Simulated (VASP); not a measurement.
Here is a VASP 6.6.1 calculation.

The input INCAR:

```
SYSTEM = Hf2Sc
PREC = Accurate
ENCUT = 600
EDIFF = 1E-6
ISMEAR = 0
SIGMA = 0.1
LREAL = .False.
LASPH = .True.
NELM = 100
ALGO = Normal
ISIF = 3
LWAVE = .False.
LCHARG = .False.
GGA = PE
IBRION = 2
NSW = 90
EDIFFG = -0.04
```

The input KPOINTS:

```
Automatic mesh
0
Gamma
  6 6 6
  0 0 0
```

Contents of POSCAR:

```
Hf2Sc
1.0
    5.0101692727      0.0000000000      0.0000000000
   -2.5050846364      4.3389338674      0.0000000000
    0.0000000000      0.0000000000      3.1021214083
Hf Sc
2 1
Direct
    0.3333333333      0.6666666667      0.5000000000
    0.6666666667      0.3333333333      0.5000000000
    0.0000000000      0.0000000000      0.0000000000
```

Potentials or basis: VASP PAW PBE potentials, release 64 (Hf_pv, Sc_sv).

Run with:

```bash
$ cat potpaw_PBE.64/Hf_pv/POTCAR potpaw_PBE.64/Sc_sv/POTCAR > POTCAR
$ mpirun -np 1 vasp_std > vasp.out
```

(1) Predict the relaxed cell.

(2) Estimate the space group after relaxing (to 0.05 Å).

## Answers

(1) a = 4.989 Å, b = 4.989 Å, c = 3.142 Å, α = 90.00°, β = 90.00°, γ = 120.00°.

(2) P6/mmm (No. 191).
